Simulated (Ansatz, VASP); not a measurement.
## BeZnF4 in VASP and in Ansatz

The input INCAR:

```
SYSTEM = BeZnF4
ALGO = Normal
EDIFF = 1E-6
EDIFFG = -0.04
ENCUT = 600
GGA = PE
IBRION = 2
ISIF = 3
ISMEAR = 0
LASPH = .TRUE.
LCHARG = .FALSE.
LREAL = .FALSE.
LWAVE = .FALSE.
NELM = 60
NSW = 90
PREC = Accurate
SIGMA = 0.1
```

The input KPOINTS:

```
k-points
0
G
  4 4 4
  0 0 0
```

POSCAR

```
BeZnF4
1.0
    0.0000000000      3.6005892400      3.6005892400
    3.6005892400      0.0000000000      3.6005892400
    3.6005892400      3.6005892400      0.0000000000
Be Zn F
1 1 4
Direct
    0.2500000000      0.2500000000      0.2500000000
    0.5000000000      0.5000000000      0.5000000000
    0.3647156300      0.9058531100      0.3647156300
    0.3647156300      0.3647156300      0.3647156300
    0.9058531100      0.3647156300      0.3647156300
    0.3647156300      0.3647156300      0.9058531100
```

Input for Ansatz:

```yaml
crystal:
  lattice:
    - [0.0, 3.60058924, 3.60058924]
    - [3.60058924, 0.0, 3.60058924]
    - [3.60058924, 3.60058924, 0.0]
  atoms:
    - { symbol: Be, position: [0.25, 0.25, 0.25] }
    - { symbol: Zn, position: [0.5, 0.5, 0.5] }
    - { symbol: F, position: [0.36471563, 0.90585311, 0.36471563] }
    - { symbol: F, position: [0.36471563, 0.36471563, 0.36471563] }
    - { symbol: F, position: [0.90585311, 0.36471563, 0.36471563] }
    - { symbol: F, position: [0.36471563, 0.36471563, 0.90585311] }
basis:
  ecutwfc: 420
kpoints:
  mp_grid: { grid: [4, 4, 4] }
hamiltonian:
  xc: pbe
scf:
  occupations: { method: gaussian, width: 0.1 }
  lower_state_search: "off"
output:
  forces: true
  stress: true
  eigenvalues: true
relax:
  adjacent_minimum: "off"
  f_tol: 0.04
  max_steps: 70
  cell: { stress_tol: 0.4 }
```

Alike in both runs: task relaxation of cell and atoms; functional PBE; k mesh 4 × 4 × 4; occupations gaussian, width 0.1 eV; no spin polarisation.

|  | VASP | Ansatz |
| --- | --- | --- |
| version | VASP 6.6.1 | Ansatz 0.2.0 |
| potentials or method | VASP PAW PBE potentials, release 64 (Be, Zn, F), cutoff 600 eV | scalar-relativistic, plane waves, PAW |
| valence electrons in the cell | 42 | 42 |

VASP gave:

| Quantity | Value |
| --- | --- |
| gap on the k mesh at the Fermi level, each at its own relaxed structure (eV) | 5.85 |
| relaxed volume (Å³/atom) | 21.50 |
| relaxed cell length with the largest relative difference (Å) | 5.671 |

Question: What did Ansatz give for the same quantities?

Answer: gap on the k mesh at the Fermi level, each at its own relaxed structure (eV): 5.88; relaxed volume (Å³/atom): 21.60; relaxed cell length with the largest relative difference (Å): 5.680.

Noted on VASP's run: the volume moved by over 15 % at a fixed basis, so the end points are rough.
